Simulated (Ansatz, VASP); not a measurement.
# Os: VASP beside Ansatz

```xyz
2
Lattice="1.3599 0.7852 4.7476 -1.3599 0.7852 4.7476 0.0000 -1.5703 4.7476" Properties=species:S:1:pos:R:3 pbc="T T T"
Os    0.0000    0.0000    1.3119
Os    0.0000    0.0000   12.9308
```

Alike in both runs: functional PBE; k mesh 9 × 9 × 9; occupations gaussian, width 0.1 eV; no spin polarisation.

Ansatz relaxed the structure, and its values are those at the end. VASP's run is a single point on that final structure, the one shown.

|  | VASP | Ansatz |
| --- | --- | --- |
| version | VASP 6.6.1 | Ansatz 0.2.0 |
| potentials or method | VASP PAW PBE potentials, release 64 (Os_sv_GW), cutoff 560 eV | scalar-relativistic, plane waves, PAW |
| valence electrons in the cell | 32 | 32 |

|  | VASP | Ansatz | Ansatz less VASP |
| --- | --- | --- | --- |
| gap on the k mesh at the Fermi level (eV) | none | none | - |
| pressure (GPa) | -1.1 | 0.2 | +1.34 |
| rms of the force components (eV/Å) | 0.009 | 0.000 | -0.0092 |

A gap of «none» marks a metal or a gap that the smearing closes. With one functional, cell and mesh, what is left measures potentials, basis and numerics.

Neither program's run includes spin-orbit coupling.
